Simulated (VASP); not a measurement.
# In15P17 (a cell with a defect) in VASP: single point with PBE

Aim: the single point of In15P17 (a cell with a defect) with PBE.

All numbers are computed with VASP 6.6.1; they aren't measurements. Logs are shortened: lines on timing, memory, paths and dates and some standing lists are left out, and cuts for length are marked.

## Step 1: The cell of the first run

The cell holds a defect, 32 atoms: a = 10.323 Å, b = 10.323 Å, c = 10.323 Å, α = 109.47°, β = 109.47°, γ = 109.47°.

## Step 2: Single point, PBE, collinear spin

Contents of INCAR:

```
SYSTEM = In15P17
PREC = Accurate ; ENCUT = 400
EDIFF = 1E-6 ; ISMEAR = 0
SIGMA = 0.02 ; LREAL = Auto
LASPH = .TRUE. ; NELM = 200
ALGO = Normal ; ISIF = 2
LWAVE = .FALSE. ; LCHARG = .TRUE.
ISPIN = 2 ; MAGMOM = 0.2 0.2 0 0 0.2 0 0.2 0 0 0 0 0 0 0.2 0 0 0 0 0 0 0 0 0 0 0 0 0 0 0 0 0 0
LORBIT = 11 ; GGA = PE
LVHAR = .TRUE. ; NELECT = 279.0
NBANDS = 166 ; GGA_COMPAT = .FALSE.
KPAR = 2 ; NCORE = 2
```

Contents of KPOINTS:

```
Automatic mesh
0
Gamma
  2 2 2
  0.5 0.5 0.5
```

Contents of POSCAR:

```
In15P17
1.0
   -5.9597880289      5.9597880289      5.9597880289
    5.9597880289     -5.9597880289      5.9597880289
    5.9597880289      5.9597880289     -5.9597880289
P In
17 15
Direct
    0.5000000000      0.5000000000      0.0000000000
    0.2698250935      0.5000000000      0.0000000000
    0.2503749172      0.7531666310      0.7503749172
    0.2468333690     -0.0027917138      0.4972082862
    0.5000000000      0.2698250935      0.0000000000
    0.2503749172      0.2503749172      0.2531666310
    0.5000000000      0.5000000000      0.7698250935
    0.5000000000      0.7496250828      0.5027917138
    0.7496250828      0.0027917138      0.0000000000
    0.5000000000      0.0027917138      0.2496250828
    0.7531666310      0.2503749172      0.7503749172
    0.7496250828      0.5000000000      0.5027917138
    0.0027917138      0.7496250828      0.0000000000
    0.7301749065      0.7301749065      0.2301749065
   -0.0027917138     -0.0027917138      0.7468333690
   -0.0027917138      0.2468333690      0.4972082862
    0.0027917138      0.5000000000      0.2496250828
    0.5000000000      0.7509681643      0.7552317542
    0.5000000000      0.0000000000      0.5000000000
    0.7509681643      0.2552317542      0.0000000000
    0.5000000000      0.2552317542      0.2509681643
    0.7509681643      0.5000000000      0.7552317542
    0.7447682458      0.7447682458      0.4957364101
    0.0000000000      0.0000000000      0.0000000000
    0.7447682458     -0.0042635899      0.2447682458
    0.0042635899      0.2490318357      0.7490318357
    0.0000000000      0.5000000000      0.5000000000
    0.2552317542      0.7509681643      0.0000000000
   -0.0042635899      0.7447682458      0.2447682458
    0.2490318357      0.0042635899      0.7490318357
    0.2490318357      0.2490318357      0.5042635899
    0.2552317542      0.5000000000      0.2509681643
```

Potentials or basis: VASP PAW PBE potentials, release 64 (P, In_d).

On the command line:

```
$ cat potpaw_PBE.64/P/POTCAR potpaw_PBE.64/In_d/POTCAR > POTCAR
$ mpirun -np 4 vasp_std > vasp.out
```

OUTCAR:

```text
SYSTEM = In15P17
   PREC = Accurate
   ENCUT = 400
   EDIFF = 1E-6
   ISMEAR = 0
   LREAL = Auto
   LASPH = .TRUE.
   NELM = 200
   ISIF = 2
   ISPIN = 2
   LORBIT = 11
   GGA = PE
   NELECT = 279.0

 ion  position               nearest neighbor table
   1  0.500  0.500  0.000-   2 2.38   5 2.38   7 2.38  14 2.38
   2  0.270  0.500  0.000-   1 2.38  26 2.64  28 2.64  32 2.64
   3  0.250  0.753  0.750-  18 2.57  28 2.57  27 2.59  30 2.60
   4  0.247  0.997  0.497-  30 2.57  31 2.57  19 2.59  29 2.60
   5  0.500  0.270  0.000-   1 2.38  20 2.64  21 2.64  30 2.64
   6  0.250  0.250  0.253-  21 2.57  32 2.57  24 2.59  31 2.60
[... 24 lines left out ...]
  31  0.249  0.249  0.504-   4 2.57  16 2.57   6 2.60   7 2.64
  32  0.255  0.500  0.251-   8 2.57   6 2.57  17 2.60   2 2.64

  LATTYP: Found a body centered cubic cell.
 ALAT       =    11.9195760578

  Lattice vectors:

 A1 = (  -5.9597880289,   5.9597880289,   5.9597880289)
 A2 = (   5.9597880289,  -5.9597880289,   5.9597880289)
 A3 = (   5.9597880289,   5.9597880289,  -5.9597880289)

Analysis of symmetry for initial positions (statically):
=====================================================================
 Subroutine PRICEL returns:
 Original cell was already a primitive cell.

 Routine SETGRP: Setting up the symmetry group for a
 body centered cubic supercell.

 Subroutine GETGRP returns: Found 24 space group operations
 (whereof  8 operations were pure point group operations)
 out of a pool of 48 trial point group operations.

The static configuration has the point symmetry D_2d.
 The point group associated with its full space group is T_d .

Analysis of symmetry for dynamics (positions and initial velocities):
=====================================================================
 Subroutine PRICEL returns:
 Original cell was already a primitive cell.

 Routine SETGRP: Setting up the symmetry group for a
 body centered cubic supercell.

 Subroutine GETGRP returns: Found 24 space group operations
 (whereof  8 operations were pure point group operations)
 out of a pool of 48 trial point group operations.

The dynamic configuration has the point symmetry D_2d.
 The point group associated with its full space group is T_d .

Analysis of structural, dynamic, and magnetic symmetry:
=====================================================================
 Subroutine PRICEL returns:
 Original cell was already a primitive cell.

 Routine SETGRP: Setting up the symmetry group for a
 body centered cubic supercell.

 Subroutine GETGRP returns: Found 24 space group operations
 (whereof  8 operations were pure point group operations)
 out of a pool of 48 trial point group operations.

The overall configuration has the point symmetry D_2d.
 The point group associated with its full space group is T_d .

 Subroutine INISYM returns: Found 24 space group operations
 (whereof  8 operations are pure point group operations),
 and found     1 'primitive' translations

----------------------------------------------------------------------------------------

                                     Primitive cell

  volume of cell :     846.7446

  direct lattice vectors                    reciprocal lattice vectors
    -5.959788029  5.959788029  5.959788029     0.000000000  0.083895601  0.083895601
     5.959788029 -5.959788029  5.959788029     0.083895601  0.000000000  0.083895601
     5.959788029  5.959788029 -5.959788029     0.083895601  0.083895601  0.000000000

  length of vectors
    10.322655668 10.322655668 10.322655668     0.118646297  0.118646297  0.118646297

  position of ions in fractional coordinates (direct lattice)
     0.500000000  0.500000000  0.000000000
     0.269825094  0.500000000  0.000000000
     0.250374917  0.753166631  0.750374917
     0.246833369  0.997208286  0.497208286
     0.500000000  0.269825094  0.000000000
     0.250374917  0.250374917  0.253166631
[... 24 lines left out ...]
     0.249031836  0.249031836  0.504263590
     0.255231754  0.500000000  0.250968164

[... 64 lines left out ...]
 -0.250000  0.250000  0.250000      6.000000
   k-points           NKPTS =      2   k-points in BZ     NKDIM =      2   number of bands    NBANDS=    166
   number of dos      NEDOS =    301   number of ions     NIONS =     32
   total plane-waves  NPLWV = 343000
   dimension x,y,z NGX =    70 NGY =   70 NGZ =   70
   dimension x,y,z NGXF=   140 NGYF=  140 NGZF=  140
   ions per type =              17  15
   NGX,Y,Z   is equivalent  to a cutoff of  11.27, 11.27, 11.27 a.u.
   NGXF,Y,Z  is equivalent  to a cutoff of  22.55, 22.55, 22.55 a.u.
 SYSTEM =  In15P17
   PREC   = accura    normal or accurate (medium, high low for compatibility)
   ISTART =      0    job   : 0-new  1-cont  2-samecut
   ICHARG =      2    charge: 1-file 2-atom 10-const
   ISPIN  =      2    spin polarized calculation?
   LNONCOLLINEAR =      F non collinear calculations
   LSORBIT =      F    spin-orbit coupling
   LASPH  =      T    aspherical Exc in radial PAW
   ENCUT  =  400.0 eV  29.40 Ry    5.42 a.u.  16.83 16.83 16.83*2*pi/ulx,y,z
   NELM   =    200;   NELMIN=  2; NELMDL= -5     # of ELM steps
   EDIFF  = 0.1E-05   stopping-criterion for ELM
   LREAL  =      T    real-space projection
   EDIFFG = 0.1E-04   stopping-criterion for IOM
   NSW    =      0    number of steps for IOM
   IBRION =     -1    ionic relax: 0-MD 1-quasi-New 2-CG
   NFREE  =      0    steps in history (QN), initial steepest desc. (CG)
   ISIF   =      2    stress and relaxation
   ISYM   =      2    0-nonsym 1-usesym 2-fastsym
   POTIM  = 0.5000    time-step for ionic-motion
   TEBEG  =    0.0;   TEEND  =   0.0 temperature during run
   PSTRESS=    0.0 pullay stress
   NELECT =     279.0000    total number of electrons
   NUPDOWN=      -1.0000    fix difference up-down
   EMIN   =  10.00;   EMAX   =-10.00  energy-range for DOS
   EFERMI =   0.00;   METHOD = LEGACY
   ISMEAR =     0;   SIGMA  =   0.02  broadening in eV -4-tet -1-fermi 0-gaus
   EFERMI_NEDOS =   21; number of points for ismear=-14 and -15
   IALGO  =     38    algorithm
   IMIX   =      4    mixing-type and parameters
     AMIX     =   0.40;   BMIX     =  1.00
     AMIX_MAG =   1.60;   BMIX_MAG =  1.00
  volume/ion in A,a.u.               =      26.46       178.57
  Fermi-wavevector in a.u.,A,eV,Ry     =   1.130730  2.136769 17.395721  1.278549
  Thomas-Fermi vector in A             =   2.267427
   LORBIT       =     11    0 simple, 1 ext, 2 COOP (PROOUT), +10 PAW based schemes
   GGA     = PE    functional components
   LHFCALC =     F    Hartree Fock is set to
   AEXX    =    0.0000 exact exchange contribution
   IVDW    =     0    specifies the selected vdW correction
   LEPSILON=     F    determine dielectric tensor
   LRPA    =     F    only Hartree local field effects (RPA)
 spin polarized calculation
 Gauss-broadening in eV      SIGMA  =   0.02
  energy-cutoff  :      400.00
  volume of cell :      846.74
 maximum number of plane-waves:     15375
 NGX is ok and might be reduce to    70
   NGX = 33   NGY = 33   NGZ = 33

 number of electron     278.9999946 magnetization       0.4999061

 Free energy of the ion-electron system (eV)
  ---------------------------------------------------
  ext. energy  EPLUGINS =         0.00000000
  ---------------------------------------------------
  free energy    TOTEN  =      -140.41536426 eV

  energy without entropy =     -140.41150770  energy(sigma->0) =     -140.41343598

 E-fermi :   5.4226     XC(G=0):  -8.9973

 val. band max:        5.4164826848   @ k =  -0.2500   0.2500   0.2500
 cond. band min:       5.5181720349   @ k =  -0.2500   0.2500   0.2500
 fundamental gap:      0.1016893502
 Fermi energy:         5.4225740887

 spin component 1

 k-point     1 :       0.2500    0.2500    0.2500
  band No.  band energies     occupation
      1      -9.6377      1.00000
      2      -9.6313      1.00000
      3      -9.6313      1.00000
      4      -9.6313      1.00000
      5      -9.6296      1.00000
      6      -9.6296      1.00000
[... 297 lines left out ...]
    150       7.2857      0.00000
    151       7.4598      0.00000
 Fermi energy:         5.4225740887

 spin component 2

 k-point     1 :       0.2500    0.2500    0.2500
  band No.  band energies     occupation
      1      -9.6349      1.00000
      2      -9.6305      1.00000
      3      -9.6305      1.00000
      4      -9.6305      1.00000
      5      -9.6287      1.00000
      6      -9.6287      1.00000
[... 297 lines left out ...]
    150       7.3064      0.00000
    151       7.4741      0.00000
 [bands above 151 left out]

------------------------ aborting loop because EDIFF is reached ----------------------------------------

  FORCE on cell =-STRESS in cart. coord.  units (eV):
  Direction    XX          YY          ZZ          XY          YZ          ZX
  --------------------------------------------------------------------------------------
  -------------------------------------------------------------------------------------
  Total      -14.5008567    -14.5008567    -14.5008567     -0.0000000     -0.0000000      0.0000000
  in kB      -27.4379595    -27.4379595    -27.4379595     -0.0000000     -0.0000000      0.0000000
  external PRESSURE =     -27.4379595 kB  Pullay stress =       0.0000000 kB

 VOLUME and BASIS-vectors are now :
 -----------------------------------------------------------------------------
  energy-cutoff  :      400.00
  volume of cell :      846.74
      direct lattice vectors                 reciprocal lattice vectors
    -5.959788029  5.959788029  5.959788029     0.000000000  0.083895601  0.083895601
     5.959788029 -5.959788029  5.959788029     0.083895601  0.000000000  0.083895601
     5.959788029  5.959788029 -5.959788029     0.083895601  0.083895601  0.000000000

 POSITION                                       TOTAL-FORCE (eV/Angst)
 -----------------------------------------------------------------------------------
      0.00000      0.00000      5.95979         0.000000     -0.000000     -0.000000
      1.37179     -1.37179      4.58799        -0.006977      0.006977      0.006977
      7.46861      1.47554      1.50882        -0.001450      0.003619     -0.001450
      7.43533     -1.50882      4.45097         0.003619      0.001450      0.001450
     -1.37179      1.37179      4.58799         0.006977     -0.006977      0.006977
      1.50882      1.50882      1.47554        -0.001450     -0.001450      0.003619
[... 24 lines left out ...]
      3.00530      3.00530     -0.03695        -0.003699     -0.003699     -0.005165
      2.95448      0.03695      3.00530         0.003699      0.005165     -0.003699
 -----------------------------------------------------------------------------------
    total drift:                               -0.000058     -0.000058     -0.000067

  FREE ENERGIE OF THE ION-ELECTRON SYSTEM (eV)
  ---------------------------------------------------
  free  energy   TOTEN  =      -140.4153642608 eV

  energy  without entropy=     -140.4115077028  energy(sigma->0) =     -140.41343598

 total charge

# of ion       s       p       d       tot
------------------------------------------
    1        1.119   1.226   0.000   2.345
    2        1.053   1.399   0.000   2.452
    3        1.036   1.455   0.000   2.491
    4        1.036   1.455   0.000   2.491
    5        1.053   1.399   0.000   2.452
    6        1.036   1.455   0.000   2.491
[... 24 lines left out ...]
   31        0.826   0.692   9.890  11.407
   32        0.826   0.692   9.890  11.407
--------------------------------------------------
tot         30.144  34.649 148.344 213.137

 magnetization (x)

# of ion       s       p       d       tot
------------------------------------------
    1        0.052  -0.002   0.000   0.050
    2        0.005   0.029   0.000   0.035
    3        0.001   0.003   0.000   0.004
    4        0.001   0.003   0.000   0.004
    5        0.005   0.029   0.000   0.035
    6        0.001   0.003   0.000   0.004
[... 24 lines left out ...]
   31       -0.000   0.000   0.001   0.001
   32       -0.000   0.000   0.001   0.001
--------------------------------------------------
tot          0.083   0.159   0.011   0.253
```

Run time: 6 min. Hardware: 4 MPI ranks of Oxide Virtual Turin-like, shared host; peak memory 0.61 GiB.

What came out:

- Free energy: -140.4154 eV
- Largest force: 0.012 eV/Å
- Net moment: 0.50 μB per cell
- Site moments: P +0.05, +0.04, +0.00 (each value once); In +0.00 μB
- Valence electrons inside the program's atomic spheres: P 2.35, 2.45, 2.49 (each value once); In 11.41, 11.40 (each value once)

Forces on the atoms (eV/Å):
```
P    0.000  0.000  0.000
P   -0.007  0.007  0.007
P   -0.001  0.004 -0.001
P    0.004  0.001  0.001
P    0.007 -0.007  0.007
P   -0.001 -0.001  0.004
P    0.007  0.007 -0.007
P   -0.004 -0.001  0.001
P   -0.001  0.001 -0.004
P   -0.004  0.001 -0.001
P    0.004 -0.001 -0.001
P   -0.001 -0.004  0.001
P    0.001 -0.001 -0.004
P   -0.007 -0.007 -0.007
P    0.001  0.001  0.004
P    0.001  0.004  0.001
P    0.001 -0.004 -0.001
In   0.005 -0.004  0.004
In   0.000  0.000  0.000
In  -0.004  0.004  0.005
In   0.005  0.004 -0.004
In  -0.004  0.005  0.004
In   0.004  0.004 -0.005
In   0.000  0.000  0.000
In   0.004 -0.005  0.004
In  -0.005 -0.004 -0.004
In   0.000  0.000  0.000
In   0.004 -0.004  0.005
In  -0.005  0.004  0.004
In  -0.004 -0.005 -0.004
In  -0.004 -0.004 -0.005
In   0.004  0.005 -0.004
```

Caveat: the k points lie up to 0.37 Å⁻¹ apart; the cell carries a net charge on a neutralising background, which shifts energy and pressure; the cell is charged against a uniform background, so pressure and absolute levels hang on convention; spin-orbit coupling is left out, which moves the levels of the heavy elements.
